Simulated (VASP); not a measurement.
Set up this calculation in VASP 6.6.1, as the native input.

| Item | Value |
| --- | --- |
| Task | single point |
| Functional | PBEsol |
| Potentials or basis | VASP PAW PBE potentials, release 64 (Ba_sv) |
| Cutoff | 520 eV |
| k mesh | 14 × 14 × 14 |
| Occupations | gaussian, width 0.15 eV |
| Spin | no spin polarisation |
| Dipole correction | no |
| Further INCAR settings | ALGO = Fast; EDIFF = 1e-07; NBANDS = 11 |

The structure of Ba lies in POSCAR:

```
Ba
1.0
   -1.4255843023      2.4786998924      2.4786998924
    2.4786998924     -1.4255843023      2.4786998924
    2.4786998924      2.4786998924     -1.4255843023
Ba
1
Direct
    0.0000000000      0.0000000000      0.0000000000
```

One way to write it, as run:

INCAR

```
SYSTEM = Ba
  PREC = Accurate
  ENCUT = 520
  EDIFF = 1E-7
  ISMEAR = 0
  SIGMA = 0.15
  LREAL = .False.
  LASPH = .True.
  NELM = 80
  ALGO = Fast
  ISIF = 2
  LWAVE = .False.
  LCHARG = .False.
  GGA = PS
  NBANDS = 11
```

KPOINTS

```
Automatic mesh
0
Gamma
  14 14 14
  0 0 0
```

Potentials or basis: VASP PAW PBE potentials, release 64 (Ba_sv).

Command:

```bash
$ cat potpaw_PBE.64/Ba_sv/POTCAR > POTCAR
$ mpirun -np 1 vasp_std > vasp.out
```

Results of the run:

The pressure is 0.5 GPa and the band gap on the k mesh is zero (bands 5 and 6 overlap by 0.60 eV).

Caveat: the PAW data sets were made with another functional, which shifts forces and pressure a little; spin-orbit coupling is left out, which moves the levels of the heavy elements.

Wall time 84 s on 1 thread of Intel(R) Xeon(R) Platinum 8488C (Sapphire Rapids), with other jobs on the host, peak memory 0.28 GiB.
